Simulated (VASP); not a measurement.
Runs of VASP 6.6.1 on Sn. The structure is that of space group Im-3m (No. 229), or close to it. The cells are those of the table. 

| task | level | potentials or basis | spin | fixed moment (μB) | cell | k mesh | smearing | grid for exact exchange (PRECFOCK) | screening parameter | gap on the mesh (eV) | pressure (GPa) |
| --- | --- | --- | --- | --- | --- | --- | --- | --- | --- | --- | --- |
| single point | PBEsol | VASP PAW PBE potentials, release 64 (Sn_d) | off | - | a = 3.282 Å, angles 109.5°, 1 atom | 6 × 6 × 6 | fermi-dirac 0.05 eV | - | - | none | (a) |
| single point | r2SCAN | VASP PAW PBE potentials, release 64 (Sn_d) | off | - | a = 3.260 Å, angles 109.5°, 1 atom | 10 × 10 × 10 | fermi-dirac 0.05 eV | - | - | none | 0.2 |
| single point | HSE06 | VASP PAW PBE potentials, release 64 (Sn_d) | off | - | a = 3.282 Å, angles 109.5°, 1 atom | 6 × 6 × 6 | fermi-dirac 0.05 eV | Normal | 0.2079 1/Å | none | -0.8 |
| single point | BLYP+D3(BJ) | VASP PAW PBE potentials, release 64 (Sn_d) | collinear, ferromagnetic start | 1.0 | a = 3.282 Å, angles 109.5°, 1 atom | 10 × 10 × 10 | gaussian 0.05 eV | - | - | - | 4.3 |
| single point | LDA | VASP PAW LDA potentials, release 64 (Sn_d) | off | - | a = 3.282 Å, angles 109.5°, 1 atom | 10 × 10 × 10 | fermi-dirac 0.05 eV | - | - | none | (b) |
| single point | PBE | VASP PAW PBE potentials, release 64 (Sn_d) | off | - | a = 3.282 Å, angles 109.5°, 1 atom | 10 × 10 × 10 | gaussian 0.011 eV | - | - | none | 0.6 |
| single point | PBE | VASP PAW PBE potentials, release 64 (Sn_d) | off | - | a = 3.282 Å, angles 109.5°, 1 atom | 10 × 10 × 10 | gaussian 0.1 eV | - | - | none | 0.6 |

Alike in all rows: cutoff (eV) 520.

**Question.** Fill in the values left out.

**Answer.** (a) -2.2; (b) -3.5.

Caveats: some runs use coarse meshes; spin-orbit coupling is left out, which moves the levels of the heavy elements; the PAW data sets were made with another functional, which shifts forces and pressure a little (some runs); the total moment is fixed, so each spin has its own Fermi level (some runs).

A k mesh can miss the band edges, and the runs leave out spin-orbit coupling on Sn.

A gap of «none» marks levels without a gap at the run's occupations.
